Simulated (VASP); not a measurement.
# Si: single point with r2SCAN

The system is Si.

```
Si
1.0
    -2.27652    2.27652    1.32927
     2.27652   -2.27652    1.32927
     2.27652    2.27652   -1.32927
Si
2
Direct
  0.25000 0.75000 0.50000
  0.50000 0.50000 0.00000
```

This cell differs from its parent crystal: strain -0.040 along x and y, +0.000 along z.

```
Program             : VASP 6.6.1
Task                : single point
Functional          : r2SCAN
Potentials or basis : VASP PAW PBE potentials, release 64 (Si)
Cutoff              : 520 eV
k mesh              : 20 × 20 × 20
Occupations         : gaussian, width 0.15 eV
Spin                : no spin polarisation
```

The pressure is 15.5 GPa. The band gap on the k mesh is zero (bands 4 and 5 overlap by 8.04 eV).

Stress tensor (GPa, compression positive):
```
18.72  0.00  0.00
 0.00 18.72  0.00
 0.00  0.00  9.12
```

Levels at points of the mesh, in eV from the Fermi level:
```tsv
k point	band 1	band 2	band 3	band 4	band 5	band 6	band 7	band 8	band 9
(0.00, 0.00, 0.00)	-15.49	-2.62	-2.62	-0.70	1.57	7.88	9.67	10.55	10.55
(0.50, 0.00, 0.00)	-8.78	-7.99	-2.41	-2.32	-1.34	0.80	5.47	6.19	11.01
(0.50, 0.50, 0.00)	-11.85	-11.85	0.58	0.58	3.72	3.72	8.41	8.41	9.43
(0.50, 0.50, 0.50)	-8.72	-8.72	-7.79	-7.79	5.10	5.10	15.80	15.80	16.03
```

Run time: 14 min on 1 thread of Intel Xeon 8259CL, on a shared host, peak memory 0.28 GiB.

Caveat: the cell differs from its parent crystal (strain -0.040 along x and y, +0.000 along z); the cell stands under pressure; the PAW data sets were made with another functional, which shifts forces and pressure a little.
